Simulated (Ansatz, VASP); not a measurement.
**One calculation of Ge, two programs**

```
Ge
1.0
     4.06587    0.00000    0.00000
    -2.03294    3.52115    0.00000
     0.00000    0.00000   13.33633
Ge
8
Direct
  0.00000 0.00000 0.40677
  0.00000 0.00000 0.59323
  0.00000 0.00000 0.90677
  0.00000 0.00000 0.09323
  0.33333 0.66667 0.34420
  0.66667 0.33333 0.65580
  0.66667 0.33333 0.84420
  0.33333 0.66667 0.15580
```

Alike in both runs: task single point; functional PBE; k mesh 15 × 15 × 4; occupations gaussian, width 0.15 eV; no spin polarisation.

|  | VASP | Ansatz |
| --- | --- | --- |
| version | VASP 6.6.1 | Ansatz 0.2.0 |
| potentials or method | VASP PAW PBE potentials, release 64 (Ge_d), cutoff 520 eV | scalar-relativistic, plane waves, PAW |
| valence electrons in the cell | 112 | 112 |

|  | VASP | Ansatz | Ansatz less VASP |
| --- | --- | --- | --- |
| gap on the k mesh at the Fermi level (eV) | none | none | - |
| pressure (GPa) | 0.0 | 0.0 | +0.04 |
| rms of the force components (eV/Å) | 0.003 | 0.003 | -0.0004 |

Atom by atom the forces differ by 0.000 eV/Å (rms over components). A gap of «none» marks a metal or a gap that the smearing closes. With one functional, cell and mesh, what is left measures potentials, basis and numerics.
